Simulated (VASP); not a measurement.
# P: relaxation of cell and atoms with PBE

The system is P.

```xyz
6
Lattice="2.9860 0.0000 0.0000 -1.4930 2.5859 0.0000 0.0000 0.0000 14.7862" Properties=species:S:1:pos:R:3 pbc="T T T"
P     1.9470    1.7590   13.5512
P     0.4891    0.8067    3.6937
P     2.0428    0.0202    8.6224
P    -1.0039    1.7793    6.1638
P     0.5499    2.5657    1.2350
P     0.4540    0.8269   11.0925
```

- Program: VASP 6.6.1
- Task: relaxation of cell and atoms
- Functional: PBE
- Potentials or basis: VASP PAW PBE potentials, release 64 (P)
- Cutoff: 600 eV
- k mesh: 6 × 6 × 2
- Occupations: gaussian, width 0.1 eV
- Spin: no spin polarisation
- Dipole correction: no
- Further INCAR settings: ALGO = Normal; EDIFF = 1e-06; IBRION = 2; EDIFFG = -0.04; NSW = 90; ISIF = 3

```
Relaxed volume                        : 14.26 Å³/atom
Relaxed cell                          : a = 2.595 Å, b = 2.595 Å, c = 14.677 Å, α = 90.00°, β = 90.00°, γ = 120.00°
Space group after relaxing (to 0.1 Å) : P6/mmm (No. 191)
Energy gained by relaxing             : 606.7 meV/atom
Ionic steps                           : 57
Pressure after relaxing               : 0.1 GPa
Largest force after relaxing          : 0.038 eV/Å
```

Forces on the atoms (eV/Å):
```
P    0.009  0.012 -0.035
P   -0.015  0.002 -0.035
P    0.005 -0.014 -0.035
P   -0.015 -0.002  0.035
P    0.005  0.014  0.035
P    0.009 -0.012  0.035
```

Stress tensor (GPa, compression positive):
```
 0.26  0.00  0.00
 0.00  0.26  0.00
 0.00  0.00 -0.10
```

The path:
```csv
step,energy change (eV),largest force (eV/Å),pressure (GPa),volume (Å³)
1,0.0000,0.1389,-15.20,114.17
3,-1.6042,0.1724,0.02,87.07
5,-1.6351,0.2256,0.21,86.84
7,-1.6369,0.2946,1.24,86.46
9,-1.6494,0.3176,1.21,86.48
11,-1.7203,0.3946,1.12,86.56
13,-1.9786,0.6894,5.20,86.81
15,-1.9970,0.4672,3.90,86.77
17,-2.2007,0.6134,0.52,91.26
19,-2.4394,0.5590,-4.31,99.00
21,-2.6239,0.4587,-11.64,103.88
23,-2.9973,0.3159,-9.26,101.55
25,-3.3212,0.2225,-0.48,88.79
27,-3.4580,0.1442,-3.62,91.58
29,-3.5390,0.1676,-2.83,90.60
31,-3.5539,0.1798,0.10,87.69
33,-3.5595,0.1528,-0.71,88.30
35,-3.5663,0.1428,-0.52,88.03
37,-3.5770,0.2406,1.43,86.34
39,-3.5881,0.0972,1.74,85.57
41,-3.6035,0.1114,0.98,86.22
43,-3.6170,0.0481,-0.89,87.41
45,-3.6250,0.1001,-0.58,86.49
47,-3.6300,0.0843,0.45,85.37
49,-3.6341,0.0504,0.29,85.45
51,-3.6356,0.0417,-0.33,85.98
53,-3.6376,0.0478,0.13,85.58
55,-3.6392,0.0460,0.25,85.46
57,-3.6399,0.0381,0.14,85.56
```

Final structure:
```
P
1.0
     2.59456    0.00000    0.00000
    -1.29728    2.24695    0.00000
     0.00000    0.00000   14.67676
P
6
Cartesian
  1.2844 2.2364 13.4582
  -1.2817 2.2411 3.6737
  -0.0027 0.0164 8.5659
  0.0155 0.0059 6.1108
  1.2946 2.2306 1.2186
  2.5817 0.0105 11.0031
```

Levels at points of the mesh, in eV from the Fermi level:
```
           k point  band 11  band 12  band 13  band 14  band 15  band 16  band 17  band 18
(0.00, 0.00, 0.00)    -0.83     4.47     6.07     6.07     6.43     6.53     6.53     6.53
(0.50, 0.00, 0.00)    -6.51    -5.48    -4.78    -1.39    -1.39     0.96     1.89     2.38
(0.00, 0.00, 0.50)     2.13     2.13     6.19     6.19     6.19     6.19     7.05     7.10
(0.50, 0.00, 0.50)    -5.88    -5.88    -3.49    -3.49     0.89     0.99     1.68     1.69
```

Wall time 31 min on 1 thread of Intel Xeon 8259CL, with other jobs on the host, peak memory 0.26 GiB.

Caveat: the k points lie up to 0.47 Å⁻¹ apart in the final cell; the volume moved by over 15 % at a fixed basis, so the end points are rough; the highest band is partly filled, so the run has too few bands.
